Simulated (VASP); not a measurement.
# Sr2ScI5 (P4/mmm) in VASP: single point with PBE

Aim: the single point of Sr2ScI5 with PBE.

All numbers are computed with VASP 6.6.1; they aren't measurements. Logs are shortened: lines on timing, memory, paths and dates and some standing lists are left out, and cuts for length are marked.

## Step 1: The cell of the first run

Symmetry: P4/mmm, No. 123, tetragonal system. Conventional cell: a = 5.460 Å, b = 5.460 Å, c = 9.672 Å, α = 90.00°, β = 90.00°, γ = 90.00°. Within 5.1 Å of Sr (site symmetry 4/mmm) lie 12 I at 3.86 to 4.04 Å and 2 Sc at 4.84 Å. Sr (site symmetry 4/mmm) has 8 I at 3.30 Å and 4 Sc at 3.86 Å within 4.3 Å. Within 4.3 Å of Sc (site symmetry 4/mmm) lie 8 I at 3.30 Å and 4 Sr at 3.86 Å. I (site symmetry 2mm) has 4 Sr at 3.30 to 4.04 Å and 2 Sc at 3.30 Å and 7 I at 3.71 to 4.04 Å within 4.3 Å. I (site symmetry 4/mmm) has 6 Sr at 3.86 to 4.84 Å and 8 I at 4.04 Å within 5.1 Å.

The cell was built from a structure type or drawn by symmetry, and may not be a known phase.

## Step 2: Single point, PBE, collinear spin

INCAR reads:

```
PREC     = Accurate       # precision mode
ENCUT    = 500            # plane-wave cutoff, eV
EDIFF    = 1E-6           # SCF threshold, eV
ISMEAR   = 0              # smearing method
SIGMA    = 0.1            # smearing width, eV
LREAL    = False          # projectors in reciprocal space
LASPH    = True           # aspherical terms in the spheres
NELM     = 200            # most SCF steps
ALGO     = Normal         # electronic algorithm
ISIF     = 2              # what is computed and relaxed
LWAVE    = False          # write WAVECAR
LCHARG   = False          # write CHGCAR
ISPIN    = 2              # spin polarisation
MAGMOM   = 0 0 1 0 0 0 0 0 # initial moments
LORBIT   = 11             # projections on sites
LMAXMIX  = 4              # l up to which the mixer works
GGA      = PE             # functional
NBANDS   = 47             # bands
GGA_COMPAT= False
```

KPOINTS reads:

```
Automatic mesh
0
Gamma
  4 4 2
```

POSCAR reads:

```
Sr2ScI5
1.0
    5.4601057011      0.0000000000      0.0000000000
    0.0000000000      5.4601057011      0.0000000000
    0.0000000000      0.0000000000      9.6724941861
Sr Sc I
2 1 5
Direct
    0.0000000000      0.0000000000      0.0000000000
    0.5000000000      0.5000000000      0.5000000000
    0.0000000000      0.0000000000      0.5000000000
    0.0000000000      0.5000000000      0.3080229474
    0.5000000000      0.0000000000      0.6919770526
    0.5000000000      0.0000000000      0.3080229474
    0.0000000000      0.5000000000      0.6919770526
    0.5000000000      0.5000000000      0.0000000000
```

Potentials or basis: VASP PAW PBE potentials, release 64 (Sr_sv, Sc_sv, I).

Started as:

```sh
cat potpaw_PBE.64/Sr_sv/POTCAR potpaw_PBE.64/Sc_sv/POTCAR potpaw_PBE.64/I/POTCAR > POTCAR
mpirun -np 1 vasp_std > vasp.out
```

OUTCAR:

```text
PREC = Accurate
   ENCUT = 500
   EDIFF = 1E-6
   ISMEAR = 0
   LREAL = False
   LASPH = True
   NELM = 200
   ISIF = 2
   ISPIN = 2
   LORBIT = 11
   GGA = PE

 ion  position               nearest neighbor table
   1  0.000  0.000  0.000-   8 3.86   8 3.86   8 3.86   8 3.86   4 4.04   4 4.04   7 4.04   5 4.04
                             5 4.04   6 4.04   6 4.04   7 4.04
   2  0.500  0.500  0.500-   4 3.30   5 3.30   6 3.30   7 3.30   5 3.30   6 3.30   4 3.30   7 3.30
                             3 3.86   3 3.86   3 3.86   3 3.86
   3  0.000  0.000  0.500-   4 3.30   5 3.30   6 3.30   7 3.30   4 3.30   7 3.30   5 3.30   6 3.30
                             2 3.86   2 3.86   2 3.86   2 3.86
   4  0.000  0.500  0.308-   2 3.30   3 3.30   3 3.30   2 3.30   1 4.04   1 4.04
   5  0.500  0.000  0.692-   2 3.30   3 3.30   2 3.30   3 3.30   1 4.04   1 4.04
   6  0.500  0.000  0.308-   2 3.30   3 3.30   2 3.30   3 3.30   1 4.04   1 4.04
   7  0.000  0.500  0.692-   2 3.30   3 3.30   3 3.30   2 3.30   1 4.04   1 4.04
   8  0.500  0.500  0.000-   1 3.86   1 3.86   1 3.86   1 3.86

  LATTYP: Found a simple tetragonal cell.
 ALAT       =     5.4601057011
 C/A-ratio  =     1.7714847872

  Lattice vectors:

 A1 = (   5.4601057011,   0.0000000000,   0.0000000000)
 A2 = (   0.0000000000,   5.4601057011,   0.0000000000)
 A3 = (   0.0000000000,   0.0000000000,   9.6724941861)

Analysis of symmetry for initial positions (statically):
=====================================================================
 Subroutine PRICEL returns:
 Original cell was already a primitive cell.

 Routine SETGRP: Setting up the symmetry group for a
 simple tetragonal supercell.

 Subroutine GETGRP returns: Found 16 space group operations
 (whereof 16 operations were pure point group operations)
 out of a pool of 16 trial point group operations.

The static configuration has the point symmetry D_4h.

Analysis of symmetry for dynamics (positions and initial velocities):
=====================================================================
 Subroutine PRICEL returns:
 Original cell was already a primitive cell.

 Routine SETGRP: Setting up the symmetry group for a
 simple tetragonal supercell.

 Subroutine GETGRP returns: Found 16 space group operations
 (whereof 16 operations were pure point group operations)
 out of a pool of 16 trial point group operations.

The dynamic configuration has the point symmetry D_4h.

Analysis of structural, dynamic, and magnetic symmetry:
=====================================================================
 Subroutine PRICEL returns:
 Original cell was already a primitive cell.

 Routine SETGRP: Setting up the symmetry group for a
 simple tetragonal supercell.

 Subroutine GETGRP returns: Found 16 space group operations
 (whereof 16 operations were pure point group operations)
 out of a pool of 16 trial point group operations.

The overall configuration has the point symmetry D_4h.

 Subroutine INISYM returns: Found 16 space group operations
 (whereof 16 operations are pure point group operations),
 and found     1 'primitive' translations

----------------------------------------------------------------------------------------

                                     Primitive cell

  volume of cell :     288.3637

  direct lattice vectors                    reciprocal lattice vectors
     5.460105701  0.000000000  0.000000000     0.183146638  0.000000000  0.000000000
     0.000000000  5.460105701  0.000000000     0.000000000  0.183146638  0.000000000
     0.000000000  0.000000000  9.672494186     0.000000000  0.000000000  0.103385950

  length of vectors
     5.460105701  5.460105701  9.672494186     0.183146638  0.183146638  0.103385950

  position of ions in fractional coordinates (direct lattice)
     0.000000000  0.000000000  0.000000000
     0.500000000  0.500000000  0.500000000
     0.000000000  0.000000000  0.500000000
     0.000000000  0.500000000  0.308022947
     0.500000000  0.000000000  0.691977053
     0.500000000  0.000000000  0.308022947
     0.000000000  0.500000000  0.691977053
     0.500000000  0.500000000  0.000000000

  ion indices of the primitive-cell ions
   primitive index   ion index
                 1           1
                 2           2
                 3           3
                 4           4
                 5           5
[... 51 lines left out ...]
   NGXF,Y,Z  is equivalent  to a cutoff of  24.36, 24.36, 24.75 a.u.
 SYSTEM =  unknown system
   PREC   = accura    normal or accurate (medium, high low for compatibility)
   ISTART =      0    job   : 0-new  1-cont  2-samecut
   ICHARG =      2    charge: 1-file 2-atom 10-const
   ISPIN  =      2    spin polarized calculation?
   LNONCOLLINEAR =      F non collinear calculations
   LSORBIT =      F    spin-orbit coupling
   LASPH  =      T    aspherical Exc in radial PAW
   ENCUT  =  500.0 eV  36.75 Ry    6.06 a.u.   9.96  9.96 17.64*2*pi/ulx,y,z
   NELM   =    200;   NELMIN=  2; NELMDL= -5     # of ELM steps
   EDIFF  = 0.1E-05   stopping-criterion for ELM
   LREAL  =      F    real-space projection
   EDIFFG = 0.1E-04   stopping-criterion for IOM
   NSW    =      0    number of steps for IOM
   IBRION =     -1    ionic relax: 0-MD 1-quasi-New 2-CG
   NFREE  =      0    steps in history (QN), initial steepest desc. (CG)
   ISIF   =      2    stress and relaxation
   ISYM   =      2    0-nonsym 1-usesym 2-fastsym
   POTIM  = 0.5000    time-step for ionic-motion
   TEBEG  =    0.0;   TEEND  =   0.0 temperature during run
   PSTRESS=    0.0 pullay stress
   NELECT =      66.0000    total number of electrons
   NUPDOWN=      -1.0000    fix difference up-down
   EMIN   =  10.00;   EMAX   =-10.00  energy-range for DOS
   EFERMI =   0.00;   METHOD = LEGACY
   ISMEAR =     0;   SIGMA  =   0.10  broadening in eV -4-tet -1-fermi 0-gaus
   EFERMI_NEDOS =   21; number of points for ismear=-14 and -15
   IALGO  =     38    algorithm
   IMIX   =      4    mixing-type and parameters
     AMIX     =   0.40;   BMIX     =  1.00
     AMIX_MAG =   1.60;   BMIX_MAG =  1.00
  volume/ion in A,a.u.               =      36.05       243.25
  Fermi-wavevector in a.u.,A,eV,Ry     =   1.001404  1.892379 13.644056  1.002810
  Thomas-Fermi vector in A             =   2.133824
   LORBIT       =     11    0 simple, 1 ext, 2 COOP (PROOUT), +10 PAW based schemes
   GGA     = PE    functional components
   LHFCALC =     F    Hartree Fock is set to
   AEXX    =    0.0000 exact exchange contribution
   IVDW    =     0    specifies the selected vdW correction
   LEPSILON=     F    determine dielectric tensor
   LRPA    =     F    only Hartree local field effects (RPA)
 spin polarized calculation
 Gauss-broadening in eV      SIGMA  =   0.10
  energy-cutoff  :      500.00
  volume of cell :      288.36
 maximum number of plane-waves:      7364
 NGX is ok and might be reduce to    40
   NGX = 19   NGY = 19   NGZ = 35

 number of electron      65.9999992 magnetization       1.6273133

 Free energy of the ion-electron system (eV)
  ---------------------------------------------------
  ext. energy  EPLUGINS =         0.00000000
  ---------------------------------------------------
  free energy    TOTEN  =       -26.13521485 eV

  energy without entropy =      -26.12247168  energy(sigma->0) =      -26.12884326

 E-fermi :   5.4499     XC(G=0):  -8.6326

 val. band max:        5.4410835871   @ k =   0.2500   0.2500   0.5000
 cond. band min:       5.4872745635   @ k =   0.5000   0.5000   0.5000
 fundamental gap:      0.0461909764
 Fermi energy:         5.4499182962

 spin component 1

 k-point     1 :       0.0000    0.0000    0.0000
  band No.  band energies     occupation
      1     -45.3080      1.00000
      2     -33.0494      1.00000
      3     -30.8672      1.00000
      4     -24.0082      1.00000
      5     -23.9653      1.00000
      6     -23.9653      1.00000
[... 565 lines left out ...]
     44       7.7434      0.00000
     45       8.3954      0.00000
 Fermi energy:         5.4499182962

 spin component 2

 k-point     1 :       0.0000    0.0000    0.0000
  band No.  band energies     occupation
      1     -44.5414      1.00000
      2     -33.0412      1.00000
      3     -30.8293      1.00000
      4     -23.2909      1.00000
      5     -23.1459      1.00000
      6     -23.1459      1.00000
[... 565 lines left out ...]
     44       7.7403      0.00000
     45       8.5501      0.00000
 [bands above 45 left out]

------------------------ aborting loop because EDIFF is reached ----------------------------------------

  FORCE on cell =-STRESS in cart. coord.  units (eV):
  Direction    XX          YY          ZZ          XY          YZ          ZX
  --------------------------------------------------------------------------------------
  -------------------------------------------------------------------------------------
  Total        0.7042001      0.7042001      0.8083205      0.0000000      0.0000000      0.0000000
  in kB        3.9126060      3.9126060      4.4911090      0.0000000      0.0000000      0.0000000
  external PRESSURE =       4.1054403 kB  Pullay stress =       0.0000000 kB

 VOLUME and BASIS-vectors are now :
 -----------------------------------------------------------------------------
  energy-cutoff  :      500.00
  volume of cell :      288.36
      direct lattice vectors                 reciprocal lattice vectors
     5.460105701  0.000000000  0.000000000     0.183146638  0.000000000  0.000000000
     0.000000000  5.460105701  0.000000000     0.000000000  0.183146638  0.000000000
     0.000000000  0.000000000  9.672494186     0.000000000  0.000000000  0.103385950

 POSITION                                       TOTAL-FORCE (eV/Angst)
 -----------------------------------------------------------------------------------
      0.00000      0.00000      0.00000         0.000000      0.000000      0.000000
      2.73005      2.73005      4.83625         0.000000      0.000000      0.000000
      0.00000      0.00000      4.83625         0.000000      0.000000      0.000000
      0.00000      2.73005      2.97935        -0.000000      0.000000     -0.101820
      2.73005      0.00000      6.69314         0.000000     -0.000000      0.101820
      2.73005      0.00000      2.97935        -0.000000     -0.000000     -0.101820
      0.00000      2.73005      6.69314         0.000000      0.000000      0.101820
      2.73005      2.73005      0.00000         0.000000      0.000000      0.000000
 -----------------------------------------------------------------------------------
    total drift:                                0.000000      0.000000     -0.000000

  FREE ENERGIE OF THE ION-ELECTRON SYSTEM (eV)
  ---------------------------------------------------
  free  energy   TOTEN  =       -26.1352148512 eV

  energy  without entropy=      -26.1224716769  energy(sigma->0) =      -26.12884326

 total charge

# of ion       s       p       d       tot
------------------------------------------
    1        2.002   5.727   0.086   7.816
    2        2.005   5.774   0.253   8.032
    3        2.115   6.020   1.162   9.297
    4        1.508   2.808   0.021   4.337
    5        1.508   2.808   0.021   4.337
    6        1.508   2.808   0.021   4.337
    7        1.508   2.808   0.021   4.337
    8        1.504   2.798   0.006   4.307
--------------------------------------------------
tot         13.657  31.550   1.593  46.800

 magnetization (x)

# of ion       s       p       d       tot
------------------------------------------
    1       -0.000   0.002   0.010   0.012
    2        0.002   0.005   0.053   0.059
    3        0.022   0.012   0.884   0.918
    4        0.000  -0.014   0.006  -0.007
    5        0.000  -0.014   0.006  -0.007
    6        0.000  -0.014   0.006  -0.007
    7        0.000  -0.014   0.006  -0.007
    8        0.001   0.001  -0.000   0.002
--------------------------------------------------
tot          0.027  -0.035   0.971   0.963
```

Run time: 12 min. Hardware: 1 thread of Intel Xeon 8259CL, shared host; peak memory 0.55 GiB.

Results:

```yaml
Free_energy: -26.1352 eV
Pressure: 0.4 GPa
Largest_force: 0.102 eV/Å
Net_moment: 1.63 μB per cell
Site_moments: Sr +0.01, +0.06; Sc +0.92; I -0.01, +0.00 (each value once) μB
Valence_electrons_inside_the_program's_atomic_spheres: Sr 7.82, 8.03; Sc 9.30; I 4.34, 4.31 (each value once)
```

Forces on the atoms (eV/Å):
```
Sr   0.000  0.000  0.000
Sr   0.000  0.000  0.000
Sc   0.000  0.000  0.000
I    0.000  0.000 -0.102
I    0.000  0.000  0.102
I    0.000  0.000 -0.102
I    0.000  0.000  0.102
I    0.000  0.000  0.000
```

Caveat: spin-orbit coupling is left out, which moves the levels of the heavy elements.
